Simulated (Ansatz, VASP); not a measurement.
**Two plane-wave programs on Ni**

```
CELL_PARAMETERS angstrom
-2.90658 2.90725 1.19773
2.90725 -2.90658 1.19773
1.51464 1.51464 -1.19652
ATOMIC_POSITIONS crystal
Ni 0.00004 0.99996 0.00000
Ni 0.74996 0.25004 0.50000
```

Alike in both runs: task single point; functional r2SCAN; k mesh 17 × 17 × 16; occupations fermi-dirac, width 0.1 eV; no spin polarisation.

|  | VASP | Ansatz |
| --- | --- | --- |
| version | VASP 6.6.1 | Ansatz 0.2.0 |
| potentials or method | VASP PAW PBE potentials, release 64 (Ni), cutoff 520 eV | plane waves (500 eV) with PAW, scalar-relativistic |
| valence electrons in the cell | 20 | 36 |

```tsv
	VASP	Ansatz	Ansatz less VASP
pressure (GPa)	0.8	0.0	-0.72
traceless stress, the component that is largest in VASP (GPa)	0.16	0.05	-0.103
```

VASP's potentials were made for PBE, not for r2SCAN. The functional is the same, so the differences come from potentials, cutoffs and numerics. VASP's potentials hold 20 valence electrons a cell and Ansatz's 36, so a difference there can come from the potentials and not from the codes.
